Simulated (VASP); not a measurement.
## Mg9O8 (a cell with a defect): single point with PBE

System: Mg9O8 (a cell with a defect).

```
Mg O
1.0
     0.00000    4.21600    4.21600
     4.21600    0.00000    4.21600
     4.21600    4.21600    0.00000
Mg O
9 8
Direct
  0.99709 0.99663 0.99703
  0.99630 0.00238 0.49856
  0.99851 0.50313 0.99828
  0.94545 0.51769 0.52028
  0.49877 0.00235 0.99621
  0.52231 0.93293 0.52264
  0.52063 0.51794 0.94486
  0.52708 0.52866 0.52731
  0.38906 0.37065 0.38838
  0.25009 0.25676 0.25005
  0.22712 0.24626 0.76823
  0.24266 0.75486 0.24228
  0.22671 0.75750 0.75788
  0.76907 0.24630 0.22654
  0.75752 0.23015 0.75735
  0.75797 0.75748 0.22678
  0.75736 0.75594 0.75703
```

```
Program                : VASP 6.6.1
Task                   : single point
Functional             : PBE
Potentials or basis    : VASP PAW PBE potentials, release 64 (Mg, O)
Cutoff                 : 520 eV
k mesh                 : 2 × 2 × 2
Occupations            : gaussian, width 0.02 eV
Spin                   : no spin polarisation
Dipole correction      : no
Further INCAR settings : LREAL = Auto; ALGO = Normal; EDIFF = 1e-07; NBANDS = 47
```

The pressure is 41.8 GPa and the largest force is 0.057 eV/Å. The band gap on the k mesh is zero (bands 33 and 34 overlap by 0.48 eV).

Forces in eV/Å, atoms in the order of the input:
```
Mg  -0.003 -0.001 -0.002
Mg   0.007 -0.003 -0.026
Mg   0.002 -0.023 -0.002
Mg   0.016 -0.003  0.000
Mg  -0.027  0.002  0.007
Mg   0.015  0.000  0.028
Mg   0.009  0.018  0.005
Mg  -0.021 -0.008 -0.007
Mg  -0.014  0.020  0.010
O   -0.018 -0.022 -0.014
O    0.030  0.025 -0.041
O    0.020 -0.032  0.017
O    0.013  0.016  0.001
O   -0.028  0.013  0.017
O    0.006 -0.003  0.005
O    0.002  0.015  0.010
O   -0.008 -0.015 -0.009
```

Stress tensor (GPa, compression positive):
```
42.63  0.68  0.63
 0.68 40.17  0.62
 0.63  0.62 42.67
```

Levels at points of the mesh, in eV from the Fermi level:
```tsv
k point	band 31	band 32	band 33	band 34	band 35	band 36
(0.00, 0.00, 0.00)	-6.74	-6.68	-2.39	-0.06	0.66	0.81
(0.50, 0.00, 0.00)	-6.93	-6.89	-0.39	0.06	1.14	1.67
(0.00, 0.50, 0.00)	-6.98	-6.94	-0.38	-0.12	1.18	1.70
(0.00, 0.00, 0.50)	-6.93	-6.90	-0.39	0.06	1.14	1.67
(0.50, 0.50, 0.50)	-7.00	-7.00	-0.27	-0.23	1.37	1.68
(0.50, 0.50, 0.00)	-7.20	-7.10	0.25	0.52	1.51	2.02
(0.00, 0.50, 0.50)	-7.21	-7.10	0.25	0.52	1.51	2.01
(0.50, 0.00, 0.50)	-7.21	-7.13	0.15	0.69	1.48	1.75
```

It took 2.2 min on 1 thread of Intel(R) Xeon(R) 6975P-C (Granite Rapids), on a shared host, peak memory 0.32 GiB.

Caveat: the k points lie up to 0.65 Å⁻¹ apart.
